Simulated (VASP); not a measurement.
A run of VASP 6.6.1 is set up as follows.

Contents of INCAR:

```
PREC     = Accurate       # precision mode
ENCUT    = 520            # plane-wave cutoff, eV
EDIFF    = 1E-7           # SCF threshold, eV
ISMEAR   = 0              # smearing method
SIGMA    = 0.01           # smearing width, eV
LREAL    = False          # projectors in reciprocal space
LASPH    = True           # aspherical terms in the spheres
NELM     = 80             # most SCF steps
ALGO     = Normal         # electronic algorithm
ISIF     = 2              # what is computed and relaxed
LWAVE    = False          # write WAVECAR
LCHARG   = False          # write CHGCAR
GGA      = PS             # functional
NBANDS   = 15             # bands
```

The input KPOINTS:

```
Automatic mesh
0
Gamma
  6 6 6
```

File POSCAR:

```
KI
1.0
    4.1121853033      0.0000000000      0.0000000000
    0.0000000000      4.1121853033      0.0000000000
    0.0000000000      0.0000000000      4.1121853033
K I
1 1
Direct
    0.0000000000      0.0000000000      0.0000000000
    0.5000000000      0.5000000000      0.5000000000
```

Potentials or basis: VASP PAW PBE potentials, release 64 (K_sv, I).

The run is started by

```console
$ cat potpaw_PBE.64/K_sv/POTCAR potpaw_PBE.64/I/POTCAR > POTCAR
$ mpirun -np 1 vasp_std > vasp.out
```

Question: Predict the pressure.

Answer: 1.6 GPa.

Question: Predict the band gap on the k mesh.

Answer: 3.53 eV (least direct gap 3.65 eV).

Caveat: the PAW data sets were made with another functional, which shifts forces and pressure a little; spin-orbit coupling is left out, which moves the levels of the heavy elements. A k mesh can miss the band edges.
